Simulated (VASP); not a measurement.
Write the native input for VASP 6.6.1 that does the following.

```yaml
Task: electric field gradients
Functional: LDA
Potentials_or_basis: VASP PAW PBE potentials, release 64 (Lu, H)
Cutoff: 520 eV
k_mesh: 8 × 8 × 8
Occupations: fermi-dirac, width 0.02 eV
Spin: no spin polarisation
Dipole_correction: no
Further_INCAR_settings: ALGO = Normal; EDIFF = 1e-08; NBANDS = 20
```

The structure of LuH2 lies in POSCAR:

```
LuH2
1.0
    0.0000000000      2.4824890740      2.4824890740
    2.4824890740      0.0000000000      2.4824890740
    2.4824890740      2.4824890740      0.0000000000
Lu H
1 2
Direct
    0.0000000000      0.0000000000      0.0000000000
    0.2500000000      0.2500000000      0.2500000000
    0.7500000000      0.7500000000      0.7500000000
```

This cell differs from its parent crystal: volume scaled by 0.96.

These files were run (other wordings do the same):

INCAR

```
PREC = Accurate
ENCUT = 520
EDIFF = 1E-8
ISMEAR = -1
SIGMA = 0.02
LREAL = False
LASPH = True
NELM = 60
ALGO = Normal
ISIF = 2
LWAVE = False
LCHARG = False
GGA = CA
LEFG = True
NBANDS = 20
```

KPOINTS

```
Automatic mesh
0
Gamma
  8 8 8
```

Potentials or basis: VASP PAW PBE potentials, release 64 (Lu, H).

Launch:

```bash
$ cat potpaw_PBE.64/Lu/POTCAR potpaw_PBE.64/H/POTCAR > POTCAR
$ mpirun -np 1 vasp_std > vasp.out
```

It gave:

```yaml
Pressure: -2.7 GPa
```

Caveat: without QUAD_EFG the Cq values of the log hold for a quadrupole moment of 1 mb, not for the nuclei; the PAW data sets were made with another functional, which shifts forces and pressure a little.

It took 11 s on 1 thread of Intel(R) Xeon(R) 6975P-C (Granite Rapids) (shared host), peak memory 0.16 GiB.
